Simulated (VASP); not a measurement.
# LiH (Pm-3m) in VASP: a series of runs

The runs below take LiH through single point, with PBE, LDA.

Everything below comes from runs of VASP 6.6.1. Logs are shortened: lines on timing, memory, paths and dates and some standing lists are left out, and cuts for length are marked.

### Step 1. The cell of the first run

It takes space group Pm-3m (No. 221, cubic). The conventional cell has a = 2.502 Å, b = 2.502 Å, c = 2.502 Å, α = 90.00°, β = 90.00°, γ = 90.00°. Li (site symmetry m-3m) has 8 H at 2.17 Å and 6 Li at 2.50 Å within 2.9 Å. H (site symmetry m-3m) has 8 Li at 2.17 Å and 6 H at 2.50 Å within 2.9 Å.

### Step 2. Single point, PBE

Contents of INCAR:

```
SYSTEM = LiH
  PREC = Accurate
  ENCUT = 520
  EDIFF = 1E-6
  ISMEAR = 0
  SIGMA = 0.01
  LREAL = .False.
  LASPH = .True.
  NELM = 80
  ALGO = Normal
  ISIF = 2
  LWAVE = .False.
  LCHARG = .False.
  GGA = PE
  NBANDS = 9
```

Contents of KPOINTS:

```
regular mesh
0
Gamma
  6 6 6
  0 0 0
```

Contents of POSCAR:

```
LiH
1.0
    2.5016587118      0.0000000000      0.0000000000
    0.0000000000      2.5016587118      0.0000000000
    0.0000000000      0.0000000000      2.5016587118
Li H
1 1
Direct
    0.0000000000      0.0000000000      0.0000000000
    0.5000000000      0.5000000000      0.5000000000
```

Potentials or basis: VASP PAW PBE potentials, release 64 (Li_sv, H).

Launch:

```sh
$ cat potpaw_PBE.64/Li_sv/POTCAR potpaw_PBE.64/H/POTCAR > POTCAR
$ mpirun -np 1 vasp_std > vasp.out
```

OUTCAR:

```text
SYSTEM = LiH
   PREC = Accurate
   ENCUT = 520
   EDIFF = 1E-6
   ISMEAR = 0
   LREAL = .False.
   LASPH = .True.
   NELM = 80
   ISIF = 2
   GGA = PE

 ion  position               nearest neighbor table
   1  0.000  0.000  0.000-
   2  0.500  0.500  0.500-

  LATTYP: Found a simple cubic cell.
 ALAT       =     2.5016587118

  Lattice vectors:

 A1 = (   2.5016587118,   0.0000000000,   0.0000000000)
 A2 = (   0.0000000000,   2.5016587118,   0.0000000000)
 A3 = (   0.0000000000,   0.0000000000,   2.5016587118)

Analysis of symmetry for initial positions (statically):
=====================================================================
 Subroutine PRICEL returns:
 Original cell was already a primitive cell.

 Routine SETGRP: Setting up the symmetry group for a
 simple cubic supercell.

 Subroutine GETGRP returns: Found 48 space group operations
 (whereof 48 operations were pure point group operations)
 out of a pool of 48 trial point group operations.

The static configuration has the point symmetry O_h .

Analysis of symmetry for dynamics (positions and initial velocities):
=====================================================================
 Subroutine PRICEL returns:
 Original cell was already a primitive cell.

 Routine SETGRP: Setting up the symmetry group for a
 simple cubic supercell.

 Subroutine GETGRP returns: Found 48 space group operations
 (whereof 48 operations were pure point group operations)
 out of a pool of 48 trial point group operations.

The dynamic configuration has the point symmetry O_h .

 Subroutine INISYM returns: Found 48 space group operations
 (whereof 48 operations are pure point group operations),
 and found     1 'primitive' translations

----------------------------------------------------------------------------------------

                                     Primitive cell

  volume of cell :      15.6561

  direct lattice vectors                    reciprocal lattice vectors
     2.501658712  0.000000000  0.000000000     0.399734782  0.000000000  0.000000000
     0.000000000  2.501658712  0.000000000     0.000000000  0.399734782  0.000000000
     0.000000000  0.000000000  2.501658712     0.000000000  0.000000000  0.399734782

  length of vectors
     2.501658712  2.501658712  2.501658712     0.399734782  0.399734782  0.399734782

  position of ions in fractional coordinates (direct lattice)
     0.000000000  0.000000000  0.000000000
     0.500000000  0.500000000  0.500000000

  ion indices of the primitive-cell ions
   primitive index   ion index
                 1           1
                 2           2

----------------------------------------------------------------------------------------

 KPOINTS: regular mesh

Automatic generation of k-mesh.
 Grid dimensions read from file:
 generate k-points for:    6    6    6

 Generating k-lattice:

  Cartesian coordinates                     Fractional coordinates (reciprocal lattice)
     0.066622464  0.000000000  0.000000000     0.166666667  0.000000000  0.000000000
     0.000000000  0.066622464  0.000000000     0.000000000  0.166666667  0.000000000
     0.000000000  0.000000000  0.066622464     0.000000000  0.000000000  0.166666667

  Length of vectors
     0.066622464  0.066622464  0.066622464

  Shift w.r.t. Gamma in fractional coordinates (k-lattice)
     0.000000000  0.000000000  0.000000000

 Subroutine IBZKPT returns following result:
 ===========================================

 Found     20 irreducible k-points:

 Following reciprocal coordinates:
            Coordinates               Weight
  0.000000  0.000000  0.000000      1.000000
  0.166667  0.000000  0.000000      6.000000
  0.333333  0.000000  0.000000      6.000000
  0.500000  0.000000  0.000000      3.000000
  0.166667  0.166667  0.000000     12.000000
  0.333333  0.166667  0.000000     24.000000
[... 12 lines left out ...]
  0.500000  0.500000  0.333333      6.000000
  0.500000  0.500000  0.500000      1.000000
   k-points           NKPTS =     20   k-points in BZ     NKDIM =     20   number of bands    NBANDS=      9
   number of dos      NEDOS =    301   number of ions     NIONS =      2
   total plane-waves  NPLWV =   8000
   dimension x,y,z NGX =    20 NGY =   20 NGZ =   20
   dimension x,y,z NGXF=    40 NGYF=   40 NGZF=   40
   ions per type =               1   1
   NGX,Y,Z   is equivalent  to a cutoff of  13.29, 13.29, 13.29 a.u.
   NGXF,Y,Z  is equivalent  to a cutoff of  26.58, 26.58, 26.58 a.u.
 SYSTEM =  LiH
   PREC   = accura    normal or accurate (medium, high low for compatibility)
   ISTART =      0    job   : 0-new  1-cont  2-samecut
   ICHARG =      2    charge: 1-file 2-atom 10-const
   ISPIN  =      1    spin polarized calculation?
   LNONCOLLINEAR =      F non collinear calculations
   LSORBIT =      F    spin-orbit coupling
   LASPH  =      T    aspherical Exc in radial PAW
   ENCUT  =  520.0 eV  38.22 Ry    6.18 a.u.   4.65  4.65  4.65*2*pi/ulx,y,z
   NELM   =     80;   NELMIN=  2; NELMDL= -5     # of ELM steps
   EDIFF  = 0.1E-05   stopping-criterion for ELM
   LREAL  =      F    real-space projection
   EDIFFG = 0.1E-04   stopping-criterion for IOM
   NSW    =      0    number of steps for IOM
   IBRION =     -1    ionic relax: 0-MD 1-quasi-New 2-CG
   NFREE  =      0    steps in history (QN), initial steepest desc. (CG)
   ISIF   =      2    stress and relaxation
   ISYM   =      2    0-nonsym 1-usesym 2-fastsym
   POTIM  = 0.5000    time-step for ionic-motion
   TEBEG  =    0.0;   TEEND  =   0.0 temperature during run
   PSTRESS=    0.0 pullay stress
   NELECT =       4.0000    total number of electrons
   NUPDOWN=      -1.0000    fix difference up-down
   EMIN   =  10.00;   EMAX   =-10.00  energy-range for DOS
   EFERMI =   0.00;   METHOD = LEGACY
   ISMEAR =     0;   SIGMA  =   0.01  broadening in eV -4-tet -1-fermi 0-gaus
   EFERMI_NEDOS =   21; number of points for ismear=-14 and -15
   IALGO  =     38    algorithm
   IMIX   =      4    mixing-type and parameters
     AMIX     =   0.40;   BMIX     =  1.00
     AMIX_MAG =   1.60;   BMIX_MAG =  1.00
  volume/ion in A,a.u.               =       7.83        52.83
  Fermi-wavevector in a.u.,A,eV,Ry     =   1.038804  1.963054 14.682222  1.079113
  Thomas-Fermi vector in A             =   2.173305
   LORBIT       =      0    0 simple, 1 ext, 2 COOP (PROOUT), +10 PAW based schemes
   GGA     = PE    functional components
   LHFCALC =     F    Hartree Fock is set to
   AEXX    =    0.0000 exact exchange contribution
   IVDW    =     0    specifies the selected vdW correction
   LEPSILON=     F    determine dielectric tensor
   LRPA    =     F    only Hartree local field effects (RPA)
 non-spin polarized calculation
 Gauss-broadening in eV      SIGMA  =   0.01
  energy-cutoff  :      520.00
  volume of cell :       15.66
 maximum number of plane-waves:       437
 NGX is ok and might be reduce to    20
   NGX =  9   NGY =  9   NGZ =  9

 number of electron       4.0000011 magnetization

 Free energy of the ion-electron system (eV)
  ---------------------------------------------------
  ext. energy  EPLUGINS =         0.00000000
  ---------------------------------------------------
  free energy    TOTEN  =        -5.65037125 eV

  energy without entropy =       -5.65037125  energy(sigma->0) =       -5.65037125

 E-fermi :   3.8354     XC(G=0):  -8.6552

 val. band max:        3.5671039047   @ k =   0.5000   0.5000   0.5000
 cond. band min:       4.2860120268   @ k =   0.5000   0.0000   0.0000
 fundamental gap:      0.7189081220
 Fermi energy:         3.8354218921

 k-point     1 :       0.0000    0.0000    0.0000
  band No.  band energies     occupation
      1     -44.5839      2.00000
      2      -5.2755      2.00000
      3      15.5171      0.00000
      4      15.5171      0.00000
      5      15.5171      0.00000
      6      16.1296      0.00000
      7      18.6666      0.00000
      8      18.6666      0.00000
      9      35.2569      0.00000

 k-point     2 :       0.1667    0.0000    0.0000
  band No.  band energies     occupation
      1     -44.5705      2.00000
      2      -4.8618      2.00000
      3      10.6019      0.00000
      4      16.0380      0.00000
      5      16.1404      0.00000
      6      16.1404      0.00000
      7      19.3296      0.00000
      8      24.6020      0.00000
      9      31.7006      0.00000

 k-point     3 :       0.3333    0.0000    0.0000
  band No.  band energies     occupation
      1     -44.5437      2.00000
      2      -3.7980      2.00000
      3       6.1777      0.00000
      4      15.3367      0.00000
      5      17.9361      0.00000
      6      17.9361      0.00000
      7      21.3081      0.00000
      8      26.4751      0.00000
      9      26.4751      0.00000

 k-point     4 :       0.5000    0.0000    0.0000
  band No.  band energies     occupation
      1     -44.5302      2.00000
      2      -3.0331      2.00000
      3       4.2860      0.00000
      4      14.9916      0.00000
      5      19.8052      0.00000
      6      19.8052      0.00000
      7      23.3814      0.00000
      8      23.3814      0.00000
      9      24.0489      0.00000
[... 157 lines left out ...]
 k-point    18 :       0.5000    0.3333    0.3333
  band No.  band energies     occupation
      1     -44.4607      2.00000
      2       1.3596      2.00000
      3       6.6723      0.00000
      4       8.7488      0.00000
      5      11.2644      0.00000
      6      13.6550      0.00000
      7      17.8887      0.00000
      8      19.5593      0.00000
      9      24.5315      0.00000

 k-point    19 :       0.5000    0.5000    0.3333
  band No.  band energies     occupation
      1     -44.4495      2.00000
      2       2.6593      2.00000
      3       7.6569      0.00000
      4       7.6569      0.00000
      5      10.5323      0.00000
      6      14.4914      0.00000
      7      15.9520      0.00000
      8      15.9520      0.00000
      9      24.6569      0.00000

 k-point    20 :       0.5000    0.5000    0.5000
  band No.  band energies     occupation
      1     -44.4386      2.00000
      2       3.5671      2.00000
      3       9.9693      0.00000
      4       9.9693      0.00000
      5       9.9693      0.00000
      6      12.3256      0.00000
      7      12.3256      0.00000
      8      12.3256      0.00000
      9      25.0295      0.00000

------------------------ aborting loop because EDIFF is reached ----------------------------------------

  FORCE on cell =-STRESS in cart. coord.  units (eV):
  Direction    XX          YY          ZZ          XY          YZ          ZX
  --------------------------------------------------------------------------------------
  -------------------------------------------------------------------------------------
  Total        0.0223280      0.0223280      0.0223280     -0.0000000      0.0000000      0.0000000
  in kB        2.2849433      2.2849433      2.2849433     -0.0000000      0.0000000      0.0000000
  external PRESSURE =       2.2849433 kB  Pullay stress =       0.0000000 kB

 VOLUME and BASIS-vectors are now :
 -----------------------------------------------------------------------------
  energy-cutoff  :      520.00
  volume of cell :       15.66
      direct lattice vectors                 reciprocal lattice vectors
     2.501658712  0.000000000  0.000000000     0.399734782  0.000000000  0.000000000
     0.000000000  2.501658712  0.000000000     0.000000000  0.399734782  0.000000000
     0.000000000  0.000000000  2.501658712     0.000000000  0.000000000  0.399734782

 POSITION                                       TOTAL-FORCE (eV/Angst)
 -----------------------------------------------------------------------------------
      0.00000      0.00000      0.00000         0.000000      0.000000      0.000000
      1.25083      1.25083      1.25083         0.000000      0.000000      0.000000
 -----------------------------------------------------------------------------------
    total drift:                               -0.000000      0.000000     -0.000000

  FREE ENERGIE OF THE ION-ELECTRON SYSTEM (eV)
  ---------------------------------------------------
  free  energy   TOTEN  =        -5.6503712536 eV

  energy  without entropy=       -5.6503712536  energy(sigma->0) =       -5.65037125
```

It took 4.6 s on 1 thread of AMD EPYC 7R43 (Zen 3), shared host; peak memory 0.08 GiB.

Results:

| Quantity | Value |
| --- | --- |
| Free energy | -5.6504 eV |
| Band gap on the k mesh | 0.72 eV, indirect (least direct gap 4.20 eV) |

Caveat: the cutoff is under 1.25 times the usual one of these potentials, so pressure, stress and relaxed cells hold a basis-set (Pulay) error.

[end of part 1 of 2]
